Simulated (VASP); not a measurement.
# V2O5: single point with LDA

The system is V2O5.

```
V O
1.0
     3.51895    0.00000    0.00000
     0.00000   11.59750    0.00000
     0.00000    0.00000    3.98775
V O
4 10
Cartesian
  0.0000 9.8800 0.4196
  0.0000 1.7175 0.4196
  1.7595 4.0812 3.5682
  1.7595 7.5163 3.5682
  0.0000 9.8756 2.0027
  0.0000 1.7219 2.0027
  1.7595 4.0768 1.9851
  1.7595 7.5207 1.9851
  0.0000 7.9093 3.9712
  0.0000 3.6882 3.9712
  1.7595 2.1106 0.0166
  1.7595 9.4869 0.0166
  0.0000 0.0000 4.0329
  1.7595 5.7987 -0.0451
```

```yaml
Program: VASP 6.6.1
Task: single point
Functional: LDA
Potentials_or_basis: VASP PAW LDA potentials, release 64 (V_sv, O)
Cutoff: 520 eV
k_mesh: 8 × 4 × 6
Occupations: gaussian, width 0.02 eV
Spin: no spin polarisation
```

| Item | Value |
| --- | --- |
| Pressure | 2.2 GPa |
| Largest force | 0.701 eV/Å |
| Band gap on the k mesh | 1.35 eV, indirect (least direct gap 1.86 eV) |

Forces on the atoms (eV/Å):
```
V    0.000 -0.074 -0.637
V    0.000  0.074 -0.637
V    0.000 -0.074  0.637
V    0.000  0.074  0.637
O    0.000 -0.003  0.701
O    0.000  0.003  0.701
O    0.000 -0.003 -0.701
O    0.000  0.003 -0.701
O    0.000 -0.006  0.023
O    0.000  0.006  0.023
O    0.000 -0.006 -0.023
O    0.000  0.006 -0.023
O    0.000  0.000 -0.048
O    0.000  0.000  0.048
```

Stress tensor (GPa, compression positive):
```
1.14 0.00 0.00
0.00 1.28 0.00
0.00 0.00 4.08
```

Levels at points of the mesh, in eV from the valence-band top:
| k point | band 53 | band 54 | band 55 | band 56 | band 57 | band 58 | band 59 | band 60 |
| --- | --- | --- | --- | --- | --- | --- | --- | --- |
| (0.00, 0.00, 0.00) | -1.30 | -1.08 | -0.97 | -0.97 | 1.35 | 1.52 | 2.69 | 2.81 |
| (0.50, 0.00, 0.00) | -1.21 | -1.21 | -1.02 | -1.02 | 1.81 | 1.81 | 2.63 | 2.63 |
| (0.00, 0.50, 0.00) | -1.07 | -1.07 | -1.01 | -1.01 | 1.43 | 1.43 | 2.83 | 2.83 |
| (0.50, 0.50, 0.00) | -1.14 | -1.14 | -1.12 | -1.12 | 1.96 | 1.96 | 2.64 | 2.64 |
| (0.00, 0.00, 0.50) | -1.03 | -0.65 | -0.34 | -0.17 | 1.69 | 1.90 | 3.13 | 3.16 |
| (0.50, 0.00, 0.50) | -0.21 | -0.21 | 0.00 | 0.00 | 1.98 | 1.98 | 2.87 | 2.87 |
| (0.00, 0.50, 0.50) | -0.82 | -0.82 | -0.26 | -0.26 | 1.79 | 1.79 | 3.15 | 3.15 |
| (0.50, 0.50, 0.50) | -0.09 | -0.09 | -0.04 | -0.04 | 2.02 | 2.02 | 2.81 | 2.81 |

Run time: 16 min on 1 thread of Intel(R) Xeon(R) Platinum 8259CL CPU @ 2.50GHz (Skylake/Cascade Lake), with other jobs on the host, peak memory 0.54 GiB.

A k mesh can miss the band edges. As with any semilocal functional, this LDA gap is likely too small.
